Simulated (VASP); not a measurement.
Crystal: CsAl3.

```xyz
4
Lattice="4.4565 0.0000 0.0000 0.0000 4.4565 0.0000 0.0000 0.0000 4.4565" Properties=species:S:1:pos:R:3 pbc="T T T"
Cs    0.0000    0.0000    0.0000
Al    0.0000    2.2283    2.2283
Al    2.2283    0.0000    2.2283
Al    2.2283    2.2283    0.0000
```

- Program: VASP 6.6.1
- Task: relaxation of cell and atoms
- Functional: PBE
- Potentials or basis: VASP PAW PBE potentials, release 64 (Cs_sv, Al)
- Cutoff: 600 eV
- k mesh: 4 × 4 × 4
- Occupations: gaussian, width 0.1 eV
- Spin: no spin polarisation

At the start: pressure 8.8 GPa; volume 22.13 Å³/atom.

How do energy, volume and symmetry change on relaxing?

Over 4 steps the energy falls by 124.3 meV/atom and the volume is 27.79 Å³/atom (+25.6 %); space group Pm-3m (No. 221, to 0.1 Å) before and after.

The path:
| step | energy change (eV) | largest force (eV/Å) | pressure (GPa) | volume (Å³) |
| --- | --- | --- | --- | --- |
| 1 | 0.0000 | 0.0000 | 8.82 | 88.51 |
| 2 | -0.4733 | 0.0000 | 1.39 | 105.05 |
| 3 | -0.4957 | 0.0000 | -0.27 | 112.45 |
| 4 | -0.4970 | 0.0000 | -0.03 | 111.17 |

Final structure:
```cif
data_structure
_symmetry_space_group_name_H-M 'P 1'
_symmetry_Int_Tables_number 1
_cell_length_a 4.8083
_cell_length_b 4.8083
_cell_length_c 4.8083
_cell_angle_alpha 90.000
_cell_angle_beta 90.000
_cell_angle_gamma 90.000
_cell_volume 111.17
loop_
_atom_site_label
_atom_site_type_symbol
_atom_site_fract_x
_atom_site_fract_y
_atom_site_fract_z
_atom_site_occupancy
Cs1 Cs 0.00000 0.00000 0.00000 1
Al1 Al 0.00000 0.50000 0.50000 1
Al2 Al 0.50000 0.00000 0.50000 1
Al3 Al 0.50000 0.50000 0.00000 1
```

Caveat: the volume moved by over 15 % at a fixed basis, so the end points are rough.
